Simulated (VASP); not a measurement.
RbCaH3: single point with LDA

RbCaH3:

```
Rb Ca H
1.0
     4.07874    0.00000    0.00000
     0.00000    4.07874    0.00000
     0.00000    0.00000    4.07874
Rb Ca H
1 1 3
Direct
  0.00000 0.00000 0.00000
  0.50000 0.50000 0.50000
  0.00000 0.50000 0.50000
  0.50000 0.00000 0.50000
  0.50000 0.50000 0.00000
```

```
Program                : VASP 6.6.1
Task                   : single point
Functional             : LDA
Potentials or basis    : VASP PAW LDA potentials, release 64 (Rb_sv, Ca_sv, H)
Cutoff                 : 520 eV
k mesh                 : 4 × 4 × 4
Occupations            : gaussian, width 0.01 eV
Spin                   : no spin polarisation
Dipole correction      : no
Further INCAR settings : ALGO = Normal; EDIFF = 1e-07; NBANDS = 19
```

The pressure is 10.2 GPa and the band gap on the k mesh is 2.37 eV, direct.

Levels at points of the mesh, in eV from the valence-band top:
```tsv
k point	band 7	band 8	band 9	band 10	band 11	band 12	band 13	band 14	band 15	band 16
(0.00, 0.00, 0.00)	-9.43	-9.43	-3.86	-1.41	-1.41	6.11	6.11	6.11	7.43	7.43
(0.50, 0.00, 0.00)	-9.41	-9.41	-1.92	-1.22	-1.00	5.17	5.63	5.63	6.44	6.44
(0.50, 0.50, 0.00)	-9.83	-9.35	-2.17	0.00	0.00	2.37	4.50	4.50	6.25	6.82
(0.50, 0.50, 0.50)	-9.78	-9.78	-0.65	-0.65	-0.65	4.34	4.34	4.34	6.89	6.89
```

Run time: 12 s on 1 thread of Intel(R) Xeon(R) Platinum 8259CL CPU @ 2.50GHz (Skylake/Cascade Lake), on a shared host, peak memory 0.15 GiB.

A k mesh can miss the band edges. LDA gaps usually lie below the measured ones, often by a third to a half.
